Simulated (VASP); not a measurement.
# AlNi3 (Fm-3m) in VASP: a series of runs

AlNi3 is run at these levels: PBEsol; tasks: single point.

Program: VASP 6.6.1. These are calculated values, not measurements. Logs are shortened: lines on timing, memory, paths and dates and some standing lists are left out, and cuts for length are marked.

### Step 1. The cell of the first run

Symmetry: Fm-3m, No. 225, cubic system. The conventional cell has a = 5.604 Å, b = 5.604 Å, c = 5.604 Å, α = 90.00°, β = 90.00°, γ = 90.00°. Al (site symmetry m-3m) has 14 Ni at 2.43 to 2.80 Å within 3.2 Å. Ni (site symmetry -43m) has 4 Al at 2.43 Å and 10 Ni at 2.43 to 2.80 Å within 3.2 Å. Within 3.2 Å of Ni (site symmetry m-3m) lie 8 Ni at 2.43 Å and 6 Al at 2.80 Å.

### Step 2. Single point, PBEsol

The input, INCAR:

```
  PREC = Accurate
  ENCUT = 520
  EDIFF = 1E-6
  ISMEAR = 0
  SIGMA = 0.1
  LREAL = F
  LASPH = T
  NELM = 60
  ALGO = Fast
  ISIF = 2
  LWAVE = F
  LCHARG = T
  GGA = PS
  LELF = T
  LVHAR = T
  NBANDS = 24
```

The input, KPOINTS:

```
regular mesh
0
Gamma
  18 18 18
```

The input, POSCAR:

```
AlNi3
1.0
    0.0000000000      2.8018887551      2.8018887551
    2.8018887551      0.0000000000      2.8018887551
    2.8018887551      2.8018887551      0.0000000000
Al Ni
1 3
Direct
    0.5000000000      0.5000000000      0.5000000000
    0.2500000000      0.2500000000      0.2500000000
    0.0000000000      0.0000000000      0.0000000000
    0.7500000000      0.7500000000      0.7500000000
```

Potentials or basis: VASP PAW PBE potentials, release 64 (Al, Ni).

The run is started by

```console
$ cat potpaw_PBE.64/Al/POTCAR potpaw_PBE.64/Ni/POTCAR > POTCAR
$ mpirun -np 1 vasp_std > vasp.out
```

OUTCAR:

```text
PREC = Accurate
   ENCUT = 520
   EDIFF = 1E-6
   ISMEAR = 0
   LREAL = F
   LASPH = T
   NELM = 60
   ISIF = 2
   GGA = PS

 ion  position               nearest neighbor table
   1  0.500  0.500  0.500-   2 2.43   4 2.43   2 2.43   2 2.43   4 2.43   2 2.43   4 2.43   4 2.43
                             3 2.80   3 2.80   3 2.80   3 2.80   3 2.80   3 2.80
   2  0.250  0.250  0.250-   3 2.43   1 2.43   3 2.43   1 2.43   3 2.43   3 2.43   1 2.43   1 2.43
                             4 2.80   4 2.80   4 2.80   4 2.80   4 2.80   4 2.80
   3  0.000  0.000  0.000-   4 2.43   2 2.43   4 2.43   2 2.43   4 2.43   4 2.43   2 2.43   2 2.43
                             1 2.80   1 2.80   1 2.80   1 2.80   1 2.80   1 2.80
   4  0.750  0.750  0.750-   1 2.43   3 2.43   1 2.43   1 2.43   3 2.43   1 2.43   3 2.43   3 2.43
                             2 2.80   2 2.80   2 2.80   2 2.80   2 2.80   2 2.80

  LATTYP: Found a face centered cubic cell.
 ALAT       =     5.6037775102

  Lattice vectors:

 A1 = (   0.0000000000,   2.8018887551,   2.8018887551)
 A2 = (   2.8018887551,   0.0000000000,   2.8018887551)
 A3 = (   2.8018887551,   2.8018887551,   0.0000000000)

Analysis of symmetry for initial positions (statically):
=====================================================================
 Subroutine PRICEL returns:
 Original cell was already a primitive cell.

 Routine SETGRP: Setting up the symmetry group for a
 face centered cubic supercell.

 Subroutine GETGRP returns: Found 48 space group operations
 (whereof 48 operations were pure point group operations)
 out of a pool of 48 trial point group operations.

The static configuration has the point symmetry O_h .

Analysis of symmetry for dynamics (positions and initial velocities):
=====================================================================
 Subroutine PRICEL returns:
 Original cell was already a primitive cell.

 Routine SETGRP: Setting up the symmetry group for a
 face centered cubic supercell.

 Subroutine GETGRP returns: Found 48 space group operations
 (whereof 48 operations were pure point group operations)
 out of a pool of 48 trial point group operations.

The dynamic configuration has the point symmetry O_h .

 Subroutine INISYM returns: Found 48 space group operations
 (whereof 48 operations are pure point group operations),
 and found     1 'primitive' translations

----------------------------------------------------------------------------------------

                                     Primitive cell

  volume of cell :      43.9929

  direct lattice vectors                    reciprocal lattice vectors
     0.000000000  2.801888755  2.801888755    -0.178451053  0.178451053  0.178451053
     2.801888755  0.000000000  2.801888755     0.178451053 -0.178451053  0.178451053
     2.801888755  2.801888755  0.000000000     0.178451053  0.178451053 -0.178451053

  length of vectors
     3.962469078  3.962469078  3.962469078     0.309086291  0.309086291  0.309086291

  position of ions in fractional coordinates (direct lattice)
     0.500000000  0.500000000  0.500000000
     0.250000000  0.250000000  0.250000000
     0.000000000  0.000000000  0.000000000
     0.750000000  0.750000000  0.750000000

  ion indices of the primitive-cell ions
   primitive index   ion index
                 1           1
                 2           2
                 3           3
                 4           4

----------------------------------------------------------------------------------------

 KPOINTS: regular mesh

Automatic generation of k-mesh.
 Grid dimensions read from file:
 generate k-points for:   18   18   18

 Generating k-lattice:

  Cartesian coordinates                     Fractional coordinates (reciprocal lattice)
    -0.009913947  0.009913947  0.009913947     0.055555556  0.000000000  0.000000000
     0.009913947 -0.009913947  0.009913947     0.000000000  0.055555556  0.000000000
     0.009913947  0.009913947 -0.009913947     0.000000000  0.000000000  0.055555556

  Length of vectors
     0.017171461  0.017171461  0.017171461

  Shift w.r.t. Gamma in fractional coordinates (k-lattice)
     0.000000000  0.000000000  0.000000000

 Subroutine IBZKPT returns following result:
 ===========================================

 Found    195 irreducible k-points:

 Following reciprocal coordinates:
            Coordinates               Weight
  0.000000  0.000000  0.000000      1.000000
  0.055556  0.000000  0.000000      8.000000
  0.111111  0.000000  0.000000      8.000000
  0.166667  0.000000  0.000000      8.000000
  0.222222  0.000000  0.000000      8.000000
  0.277778  0.000000  0.000000      8.000000
[... 16 lines left out ...]
 -0.277778  0.055556  0.000000     24.000000
 -0.222222  0.055556  0.000000     24.000000
 [... further k-points ...]
   k-points           NKPTS =    195   k-points in BZ     NKDIM =    195   number of bands    NBANDS=     24
   number of dos      NEDOS =    301   number of ions     NIONS =      4
   total plane-waves  NPLWV =  27000
   dimension x,y,z NGX =    30 NGY =   30 NGZ =   30
   dimension x,y,z NGXF=    60 NGYF=   60 NGZF=   60
   ions per type =               1   3
   NGX,Y,Z   is equivalent  to a cutoff of  12.59, 12.59, 12.59 a.u.
   NGXF,Y,Z  is equivalent  to a cutoff of  25.17, 25.17, 25.17 a.u.
 SYSTEM =  unknown system
   PREC   = accura    normal or accurate (medium, high low for compatibility)
   ISTART =      0    job   : 0-new  1-cont  2-samecut
   ICHARG =      2    charge: 1-file 2-atom 10-const
   ISPIN  =      1    spin polarized calculation?
   LNONCOLLINEAR =      F non collinear calculations
   LSORBIT =      F    spin-orbit coupling
   LASPH  =      T    aspherical Exc in radial PAW
   ENCUT  =  520.0 eV  38.22 Ry    6.18 a.u.   7.37  7.37  7.37*2*pi/ulx,y,z
   NELM   =     60;   NELMIN=  2; NELMDL= -5     # of ELM steps
   EDIFF  = 0.1E-05   stopping-criterion for ELM
   LREAL  =      F    real-space projection
   EDIFFG = 0.1E-04   stopping-criterion for IOM
   NSW    =      0    number of steps for IOM
   IBRION =     -1    ionic relax: 0-MD 1-quasi-New 2-CG
   NFREE  =      0    steps in history (QN), initial steepest desc. (CG)
   ISIF   =      2    stress and relaxation
   ISYM   =      2    0-nonsym 1-usesym 2-fastsym
   POTIM  = 0.5000    time-step for ionic-motion
   TEBEG  =    0.0;   TEEND  =   0.0 temperature during run
   PSTRESS=    0.0 pullay stress
   NELECT =      33.0000    total number of electrons
   NUPDOWN=      -1.0000    fix difference up-down
   EMIN   =  10.00;   EMAX   =-10.00  energy-range for DOS
   EFERMI =   0.00;   METHOD = LEGACY
   ISMEAR =     0;   SIGMA  =   0.10  broadening in eV -4-tet -1-fermi 0-gaus
   EFERMI_NEDOS =   21; number of points for ismear=-14 and -15
   IALGO  =     68    algorithm
   IMIX   =      4    mixing-type and parameters
     AMIX     =   0.40;   BMIX     =  1.00
     AMIX_MAG =   1.60;   BMIX_MAG =  1.00
  volume/ion in A,a.u.               =      11.00        74.22
  Fermi-wavevector in a.u.,A,eV,Ry     =   1.487483  2.810935 30.104316  2.212605
  Thomas-Fermi vector in A             =   2.600638
   LORBIT       =      0    0 simple, 1 ext, 2 COOP (PROOUT), +10 PAW based schemes
   GGA     = PS    functional components
   LHFCALC =     F    Hartree Fock is set to
   AEXX    =    0.0000 exact exchange contribution
   IVDW    =     0    specifies the selected vdW correction
   LEPSILON=     F    determine dielectric tensor
   LRPA    =     F    only Hartree local field effects (RPA)
 non-spin polarized calculation
 RMM-DIIS sequential band-by-band and
 Gauss-broadening in eV      SIGMA  =   0.10
  energy-cutoff  :      520.00
  volume of cell :       43.99
 maximum number of plane-waves:      1243
 NGX is ok and might be reduce to    30
   NGX = 15   NGY = 15   NGZ = 15

 number of electron      33.0000016 magnetization

 Free energy of the ion-electron system (eV)
  ---------------------------------------------------
  ext. energy  EPLUGINS =         0.00000000
  ---------------------------------------------------
  free energy    TOTEN  =       -24.07704492 eV

  energy without entropy =      -24.06381015  energy(sigma->0) =      -24.07042754

 E-fermi :   9.8017     XC(G=0): -12.9631

 val. band max:        9.7978980553   @ k =  -0.2778   0.5000   0.2222
 cond. band min:       9.8050517091   @ k =   0.5000   0.4444   0.0000
 fundamental gap:      0.0071536538
 Fermi energy:         9.8017091747

 k-point     1 :       0.0000    0.0000    0.0000
  band No.  band energies     occupation
      1      -0.4038      2.00000
      2       6.1945      2.00000
      3       6.1945      2.00000
      4       6.3194      2.00000
      5       6.3194      2.00000
      6       6.3194      2.00000
[... 16 lines left out ...]
     23      16.9842      0.00000
     24      18.5009      0.00000

 k-point     2 :       0.0556    0.0000    0.0000
  band No.  band energies     occupation
      1      -0.3578      2.00000
      2       6.1680      2.00000
      3       6.1680      2.00000
      4       6.2943      2.00000
      5       6.3708      2.00000
      6       6.3708      2.00000
[... 16 lines left out ...]
     23      17.2336      0.00000
     24      18.3713      0.00000

 k-point     3 :       0.1111    0.0000    0.0000
  band No.  band energies     occupation
      1      -0.2202      2.00000
      2       6.1366      2.00000
      3       6.1366      2.00000
      4       6.2193      2.00000
      5       6.4750      2.00000
      6       6.4750      2.00000
[... 16 lines left out ...]
     23      17.6379      0.00000
     24      18.1539      0.00000
[... 514 lines left out ...]
 k-point    23 :      -0.2778    0.0556    0.0000
  band No.  band energies     occupation
      1       0.9066      2.00000
      2       5.3611      2.00000
      3       6.1356      2.00000
      4       6.2388      2.00000
      5       6.8534      2.00000
      6       6.9518      2.00000
[... 16 lines left out ...]
     23      18.1907      0.00000
     24      18.8549      0.00000

 k-point    24 :      -0.2222    0.0556    0.0000
  band No.  band energies     occupation
      1       0.4845      2.00000
      2       5.7358      2.00000
      3       6.0965      2.00000
      4       6.2444      2.00000
      5       6.7408      2.00000
      6       6.8245      2.00000
[... 16 lines left out ...]
     23      18.0751      0.00000
     24      18.1341      0.00000

 [... further k-points ...]

------------------------ aborting loop because EDIFF is reached ----------------------------------------

  FORCE on cell =-STRESS in cart. coord.  units (eV):
  Direction    XX          YY          ZZ          XY          YZ          ZX
  --------------------------------------------------------------------------------------
  -------------------------------------------------------------------------------------
  Total       -0.1771098     -0.1771098     -0.1771098     -0.0000000      0.0000000      0.0000000
  in kB       -6.4501621     -6.4501621     -6.4501621     -0.0000000      0.0000000      0.0000000
  external PRESSURE =      -6.4501621 kB  Pullay stress =       0.0000000 kB

 VOLUME and BASIS-vectors are now :
 -----------------------------------------------------------------------------
  energy-cutoff  :      520.00
  volume of cell :       43.99
      direct lattice vectors                 reciprocal lattice vectors
     0.000000000  2.801888755  2.801888755    -0.178451053  0.178451053  0.178451053
     2.801888755  0.000000000  2.801888755     0.178451053 -0.178451053  0.178451053
     2.801888755  2.801888755  0.000000000     0.178451053  0.178451053 -0.178451053

 POSITION                                       TOTAL-FORCE (eV/Angst)
 -----------------------------------------------------------------------------------
      2.80189      2.80189      2.80189        -0.000000     -0.000000      0.000000
      1.40094      1.40094      1.40094         0.000000      0.000000      0.000000
      0.00000      0.00000      0.00000        -0.000000     -0.000000      0.000000
      4.20283      4.20283      4.20283        -0.000000     -0.000000     -0.000000
 -----------------------------------------------------------------------------------
    total drift:                                0.000000     -0.000000      0.000000

  FREE ENERGIE OF THE ION-ELECTRON SYSTEM (eV)
  ---------------------------------------------------
  free  energy   TOTEN  =       -24.0770449210 eV

  energy  without entropy=      -24.0638101529  energy(sigma->0) =      -24.07042754
```

Run time: 1.9 min. Hardware: 1 thread of AMD EPYC 9R45 (Zen 5), shared host; peak memory 0.27 GiB.

What came out:

| Item | Value |
| --- | --- |
| Free energy | -24.0770 eV |
| Pressure | -0.6 GPa |
| Band gap on the k mesh | zero (an odd number of electrons rules out a gap without spin polarisation) |

Levels at points of the mesh, in eV from the Fermi level:
| k point | band 12 | band 13 | band 14 | band 15 | band 16 | band 17 | band 18 | band 19 | band 20 | band 21 |
| --- | --- | --- | --- | --- | --- | --- | --- | --- | --- | --- |
| (0.00, 0.00, 0.00) | -0.91 | -0.56 | -0.56 | -0.51 | -0.51 | 5.45 | 5.45 | 5.45 | 5.93 | 5.93 |
| (0.50, 0.00, 0.00) | -1.73 | -0.64 | -0.64 | -0.47 | -0.47 | -0.14 | 4.33 | 4.33 | 4.81 | 4.81 |
| (0.50, 0.50, 0.00) | -1.19 | -1.06 | -0.75 | -0.59 | -0.36 | -0.35 | -0.35 | -0.04 | 4.26 | 4.69 |

Caveat: the PAW data sets were made with another functional, which shifts forces and pressure a little. Spin polarisation is off, so any magnetic state and its effect on volume and gap are missing.

### Step 3. Single point, PBEsol

The input, INCAR:

```
ALGO = Fast ; EDIFF = 1E-6
ENCUT = 520 ; GGA = PS
ISIF = 2 ; ISMEAR = 0
LASPH = True ; LCHARG = False
LREAL = False ; LWAVE = False
NBANDS = 24 ; NELM = 60
PREC = Accurate ; SIGMA = 0.1
```

The input, KPOINTS:

```
k-points
0
Gamma
  22 22 22
```

POSCAR is that of step 2.

Potentials or basis: VASP PAW PBE potentials, release 64 (Al, Ni).

The run is started by

```console
$ cat potpaw_PBE.64/Al/POTCAR potpaw_PBE.64/Ni/POTCAR > POTCAR
$ mpirun -np 1 vasp_std > vasp.out
```

OUTCAR:

```text
EDIFF = 1E-6
   ENCUT = 520
   GGA = PS
   ISIF = 2
   ISMEAR = 0
   LASPH = True
   LREAL = False
   NELM = 60
   PREC = Accurate

 ion  position               nearest neighbor table
   1  0.500  0.500  0.500-   2 2.43   4 2.43   2 2.43   2 2.43   4 2.43   2 2.43   4 2.43   4 2.43
                             3 2.80   3 2.80   3 2.80   3 2.80   3 2.80   3 2.80
   2  0.250  0.250  0.250-   3 2.43   1 2.43   3 2.43   1 2.43   3 2.43   3 2.43   1 2.43   1 2.43
[... 855 lines left out ...]
  Direction    XX          YY          ZZ          XY          YZ          ZX
  --------------------------------------------------------------------------------------
  -------------------------------------------------------------------------------------
  Total       -0.1782672     -0.1782672     -0.1782672      0.0000000     -0.0000000     -0.0000000
  in kB       -6.4923117     -6.4923117     -6.4923117      0.0000000     -0.0000000     -0.0000000
  external PRESSURE =      -6.4923117 kB  Pullay stress =       0.0000000 kB

 VOLUME and BASIS-vectors are now :
 -----------------------------------------------------------------------------
  energy-cutoff  :      520.00
  volume of cell :       43.99
      direct lattice vectors                 reciprocal lattice vectors
     0.000000000  2.801888755  2.801888755    -0.178451053  0.178451053  0.178451053
     2.801888755  0.000000000  2.801888755     0.178451053 -0.178451053  0.178451053
     2.801888755  2.801888755  0.000000000     0.178451053  0.178451053 -0.178451053

 POSITION                                       TOTAL-FORCE (eV/Angst)
 -----------------------------------------------------------------------------------
      2.80189      2.80189      2.80189         0.000000      0.000000     -0.000000
      1.40094      1.40094      1.40094         0.000000      0.000000      0.000000
      0.00000      0.00000      0.00000         0.000000      0.000000     -0.000000
      4.20283      4.20283      4.20283        -0.000000     -0.000000     -0.000000
 -----------------------------------------------------------------------------------
    total drift:                                0.000000     -0.000000      0.000000

  FREE ENERGIE OF THE ION-ELECTRON SYSTEM (eV)
  ---------------------------------------------------
  free  energy   TOTEN  =       -24.0770417806 eV

  energy  without entropy=      -24.0639641184  energy(sigma->0) =      -24.07050295
```

OSZICAR:

```text
N       E                     dE             d eps       ncg     rms          rms(c)
DAV:   1     0.185568075174E+03    0.18557E+03   -0.14275E+04 15976   0.176E+03
DAV:   2    -0.191157957825E+02   -0.20468E+03   -0.19279E+03 15800   0.321E+02
DAV:   3    -0.279629077987E+02   -0.88471E+01   -0.84414E+01 19192   0.918E+01
DAV:   4    -0.280964937714E+02   -0.13359E+00   -0.13351E+00 19168   0.983E+00
DAV:   5    -0.281007496301E+02   -0.42559E-02   -0.42558E-02 20344   0.161E+00    0.194E+01
RMM:   6    -0.277581321528E+02    0.34262E+00   -0.40749E+01 17188   0.749E+01    0.180E+01
RMM:   7    -0.242246525702E+02    0.35335E+01   -0.11244E+01 15998   0.418E+01    0.515E+00
RMM:   8    -0.244750919874E+02   -0.25044E+00   -0.67765E-01 16981   0.898E+00    0.716E+00
RMM:   9    -0.240944843719E+02    0.38061E+00   -0.26672E-01 16907   0.603E+00    0.888E-01
RMM:  10    -0.240787742828E+02    0.15710E-01   -0.36713E-02 16747   0.156E+00    0.513E-01
RMM:  11    -0.240768931263E+02    0.18812E-02   -0.93730E-03 18860   0.983E-01    0.179E-01
RMM:  12    -0.240771858023E+02   -0.29268E-03   -0.24732E-03 18560   0.499E-01    0.170E-01
RMM:  13    -0.240770160474E+02    0.16975E-03   -0.98587E-04 19018   0.302E-01    0.403E-02
RMM:  14    -0.240770378706E+02   -0.21823E-04   -0.30749E-04 20947   0.116E-01    0.153E-02
RMM:  15    -0.240770416182E+02   -0.37476E-05   -0.54678E-05 21867   0.452E-02    0.864E-03
RMM:  16    -0.240770417806E+02   -0.16248E-06   -0.49052E-06 14164   0.167E-02
   1 F= -.24077042E+02 E0= -.24070503E+02  d E =-.130777E-01
```

Wall time 3.1 min (1 thread of AMD EPYC 9R45 (Zen 5), shared host); peak memory 0.37 GiB.

Results:

```
Free energy            : -24.0770 eV
Pressure               : -0.6 GPa
Band gap on the k mesh : zero (an odd number of electrons rules out a gap without spin polarisation)
```

Levels at points of the mesh, in eV from the Fermi level:
```tsv
k point	band 12	band 13	band 14	band 15	band 16	band 17	band 18	band 19	band 20	band 21
(0.00, 0.00, 0.00)	-0.91	-0.56	-0.56	-0.51	-0.51	5.45	5.45	5.45	5.93	5.93
(0.50, 0.00, 0.00)	-1.73	-0.64	-0.64	-0.47	-0.47	-0.14	4.33	4.33	4.81	4.81
(0.50, 0.50, 0.00)	-1.19	-1.05	-0.75	-0.59	-0.36	-0.35	-0.35	-0.04	4.26	4.69
```

Caveat: the PAW data sets were made with another functional, which shifts forces and pressure a little. Spin polarisation is off, so any magnetic state and its effect on volume and gap are missing.
